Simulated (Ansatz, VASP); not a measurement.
# Ta2Ga3 in VASP and in Ansatz

```
Ta Ga
1.0
     4.49822    0.00000    0.00000
     0.00000    4.49822    0.00000
     0.00000    0.00000    4.49822
Ta Ga
2 3
Direct
  0.00000 0.00000 0.00000
  0.50000 0.50000 0.50000
  0.50000 0.00000 0.00000
  0.00000 0.50000 0.00000
  0.00000 0.00000 0.50000
```

Alike in both runs: task single point; functional PBE; k mesh 4 × 4 × 4; occupations gaussian, width 0.1 eV; no spin polarisation.

|  | VASP | Ansatz |
| --- | --- | --- |
| version | VASP 6.6.1 | Ansatz 0.2.0 |
| potentials or method | VASP PAW PBE potentials, release 64 (Ta_pv, Ga_d), cutoff 520 eV | scalar-relativistic, plane waves, PAW |
| valence electrons in the cell | 61 | 65 |

```tsv
	VASP	Ansatz	Ansatz less VASP
gap on the k mesh at the Fermi level (eV)	none	none	-
pressure (GPa)	27.1	26.5	-0.51
```

A gap of «none» marks a metal or a gap that the smearing closes. With one functional, cell and mesh, what is left measures potentials, basis and numerics. VASP's potentials hold 61 valence electrons a cell and Ansatz's 65, so a difference there can come from the potentials and not from the codes.

Neither program's run includes spin-orbit coupling.
